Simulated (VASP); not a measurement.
# HfC in VASP: notebook, part 2 of 2

VASP 6.6.1.

### 4 Single point, PBE

INCAR

```
PREC = Accurate
ENCUT = 520
EDIFF = 1E-6
ISMEAR = 0
SIGMA = 0.1
LREAL = F
LASPH = T
NELM = 100
ALGO = Normal
ISIF = 2
LWAVE = F
LCHARG = F
GGA = PE
NBANDS = 14
```

KPOINTS

```
regular mesh
0
Gamma
  11 11 11
```

POSCAR

```
HfC
1.0
    0.0000000000      2.3250000000      2.3250000000
    2.3250000000      0.0000000000      2.3250000000
    2.3250000000      2.3250000000      0.0000000000
Hf C
1 1
Direct
    0.4784946237      0.5215053763      0.5215053763
    0.0000000000      0.0000000000      0.0000000000
```

Potentials or basis: VASP PAW PBE potentials, release 64 (Hf_pv, C).

On the command line:

```bash
$ cat potpaw_PBE.64/Hf_pv/POTCAR potpaw_PBE.64/C/POTCAR > POTCAR
$ mpirun -np 1 vasp_std > vasp.out
```

OUTCAR:

```text
PREC = Accurate
   ENCUT = 520
   EDIFF = 1E-6
   ISMEAR = 0
   LREAL = F
   LASPH = T
   NELM = 100
   ISIF = 2
   GGA = PE

 ion  position               nearest neighbor table
   1  0.478  0.522  0.522-   2 2.23   2 2.33   2 2.33   2 2.33   2 2.33   2 2.42
   2  0.000  0.000  0.000-   1 2.23   1 2.33   1 2.33   1 2.33   1 2.33   1 2.42

  LATTYP: Found a face centered cubic cell.
 ALAT       =     4.6500000000

  Lattice vectors:

 A1 = (   0.0000000000,   2.3250000000,   2.3250000000)
 A2 = (   2.3250000000,   0.0000000000,   2.3250000000)
 A3 = (   2.3250000000,   2.3250000000,   0.0000000000)

Analysis of symmetry for initial positions (statically):
=====================================================================
 Subroutine PRICEL returns:
 Original cell was already a primitive cell.

 Routine SETGRP: Setting up the symmetry group for a
 face centered cubic supercell.

 Subroutine GETGRP returns: Found  8 space group operations
 (whereof  8 operations were pure point group operations)
 out of a pool of 48 trial point group operations.

The static configuration has the point symmetry C_4v.

Analysis of symmetry for dynamics (positions and initial velocities):
=====================================================================
 Subroutine PRICEL returns:
 Original cell was already a primitive cell.

 Routine SETGRP: Setting up the symmetry group for a
 face centered cubic supercell.

 Subroutine GETGRP returns: Found  8 space group operations
 (whereof  8 operations were pure point group operations)
 out of a pool of 48 trial point group operations.

The dynamic configuration has the point symmetry C_4v.

 Subroutine INISYM returns: Found  8 space group operations
 (whereof  8 operations are pure point group operations),
 and found     1 'primitive' translations

----------------------------------------------------------------------------------------

                                     Primitive cell

[... 114 lines left out ...]
   LORBIT       =      0    0 simple, 1 ext, 2 COOP (PROOUT), +10 PAW based schemes
   GGA     = PE    functional components
   LHFCALC =     F    Hartree Fock is set to
   AEXX    =    0.0000 exact exchange contribution
   IVDW    =     0    specifies the selected vdW correction
   LEPSILON=     F    determine dielectric tensor
   LRPA    =     F    only Hartree local field effects (RPA)
 non-spin polarized calculation
 Gauss-broadening in eV      SIGMA  =   0.10
  energy-cutoff  :      520.00
  volume of cell :       25.14
 maximum number of plane-waves:       690
   NGX = 13   NGY = 13   NGZ = 13

 number of electron      14.0000000 magnetization

 Free energy of the ion-electron system (eV)
  ---------------------------------------------------
  ext. energy  EPLUGINS =         0.00000000
  ---------------------------------------------------
  free energy    TOTEN  =       -21.00854205 eV

  energy without entropy =      -21.00710401  energy(sigma->0) =      -21.00782303

 E-fermi :   6.0294     XC(G=0): -12.2808

 val. band max:        5.9588456072   @ k =   0.2727   0.2727   0.0000
 cond. band min:       6.0410166394   @ k =   0.0000   0.0909   0.0909
 fundamental gap:      0.0821710321
 Fermi energy:         6.0293748197

 k-point     1 :       0.0000    0.0000    0.0000
  band No.  band energies     occupation
      1     -23.6199      2.00000
      2     -23.6199      2.00000
      3     -23.6183      2.00000
      4      -6.3478      2.00000
      5       6.5099      0.00000
      6       6.5099      0.00000
      7       6.7180      0.00000
      8       7.3445      0.00000
      9       7.8229      0.00000
     10       7.8229      0.00000
     11       9.3457      0.00000
     12       9.6619      0.00000
     13      12.7592      0.00000
     14      16.9328      0.00000
[... 377 lines left out ...]
      1     -23.8999      2.00000
      2     -23.6906      2.00000
      3     -23.6365      2.00000
      4      -5.1529      2.00000
      5       3.2445      2.00000
      6       4.2680      2.00000
      7       4.7543      2.00000
      8       8.2454      0.00000
      9       8.6620      0.00000
     10       9.6261      0.00000
     11      11.8081      0.00000
     12      13.8335      0.00000
     13      14.9981      0.00000
     14      19.7128      0.00000

 [... further k-points ...]
[... 5 lines left out ...]
  --------------------------------------------------------------------------------------
  -------------------------------------------------------------------------------------
  Total        0.3742849     -0.0801737     -0.0801737     -0.0000000     -0.0000000      0.0000000
  in kB       23.8569018     -5.1102666     -5.1102666     -0.0000000     -0.0000000      0.0000000
  external PRESSURE =       4.5454562 kB  Pullay stress =       0.0000000 kB

 VOLUME and BASIS-vectors are now :
 -----------------------------------------------------------------------------
  energy-cutoff  :      520.00
  volume of cell :       25.14
      direct lattice vectors                 reciprocal lattice vectors
     0.000000000  2.325000000  2.325000000    -0.215053763  0.215053763  0.215053763
     2.325000000  0.000000000  2.325000000     0.215053763 -0.215053763  0.215053763
     2.325000000  2.325000000  0.000000000     0.215053763  0.215053763 -0.215053763

 POSITION                                       TOTAL-FORCE (eV/Angst)
 -----------------------------------------------------------------------------------
      2.42500      2.32500      2.32500        -0.728842      0.000000      0.000000
      0.00000      0.00000      0.00000         0.728842      0.000000      0.000000
 -----------------------------------------------------------------------------------
    total drift:                               -0.000004     -0.000000     -0.000000

  FREE ENERGIE OF THE ION-ELECTRON SYSTEM (eV)
  ---------------------------------------------------
  free  energy   TOTEN  =       -21.0085420510 eV

  energy  without entropy=      -21.0071040108  energy(sigma->0) =      -21.00782303
```

OSZICAR:

```text
N       E                     dE             d eps       ncg     rms          rms(c)
DAV:   1     0.227726698613E+02    0.22773E+02   -0.76658E+03  3528   0.979E+02
DAV:   2    -0.227003612528E+02   -0.45473E+02   -0.42700E+02  4556   0.201E+02
DAV:   3    -0.242080761643E+02   -0.15077E+01   -0.15029E+01  4200   0.265E+01
DAV:   4    -0.242147876309E+02   -0.67115E-02   -0.67110E-02  4208   0.218E+00
DAV:   5    -0.242148297354E+02   -0.42105E-04   -0.42105E-04  4248   0.156E-01    0.570E+01
DAV:   6    -0.210726776749E+02    0.31422E+01   -0.11807E+01  3930   0.183E+01    0.410E+01
DAV:   7    -0.210236322441E+02    0.49045E-01   -0.55602E-01  4410   0.522E+00    0.249E+01
DAV:   8    -0.210150892361E+02    0.85430E-02   -0.70666E-02  4068   0.214E+00    0.636E+00
DAV:   9    -0.210087814378E+02    0.63078E-02   -0.21485E-02  4110   0.874E-01    0.207E+00
DAV:  10    -0.210085451232E+02    0.23631E-03   -0.12970E-03  4362   0.268E-01    0.746E-02
DAV:  11    -0.210085423479E+02    0.27753E-05   -0.71852E-05  4206   0.701E-02    0.236E-02
DAV:  12    -0.210085420510E+02    0.29689E-06   -0.27106E-06  4374   0.146E-02
   1 F= -.21008542E+02 E0= -.21007823E+02  d E =-.143804E-02
```

Run time: 12 s. Hardware: 1 thread of Intel Xeon 6975P-C (Granite Rapids), shared host; peak memory 0.16 GiB.

Results:

- Free energy: -21.0085 eV
- Pressure: 0.5 GPa
- Largest force: 0.729 eV/Å
- Band gap on the k mesh: zero (band 7 reaches 6.72 eV, above the bottom of band 8 at 5.50 eV)

Forces on the atoms (eV/Å):
```
Hf  -0.729  0.000  0.000
C    0.729  0.000  0.000
```

Caveat: spin-orbit coupling is left out, which moves the levels of the heavy elements.
